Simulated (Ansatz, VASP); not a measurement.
Ta in VASP and in Ansatz

```xyz
1
Lattice="-1.6382 1.6382 1.6382 1.6382 -1.6382 1.6382 1.6382 1.6382 -1.6382" Properties=species:S:1:pos:R:3 pbc="T T T"
Ta    0.0000    0.0000    0.0000
```

Change from the starting cell: volume scaled by 0.97.

Alike in both runs: task single point; functional LDA; k mesh 14 × 14 × 14; occupations fermi-dirac, width 0.05 eV; no spin polarisation.

```csv
,VASP,Ansatz
version,VASP 6.6.1,Ansatz 0.2.0
potentials or method,"VASP PAW LDA potentials, release 64 (Ta_pv), cutoff 520 eV","all-electron LAPW, scalar-relativistic"
```

VASP gave:

| Item | Value |
| --- | --- |
| pressure (GPa) | -3.3 |

Problem. What did Ansatz give for the same quantities?

Solution. Pressure (GPa): -4.3.

LDA's correlation is that of Perdew and Zunger in VASP and of Perdew and Wang (1992) in Ansatz. Ansatz ran all-electron here, and VASP with PAW potentials.

Neither program's run includes spin-orbit coupling.
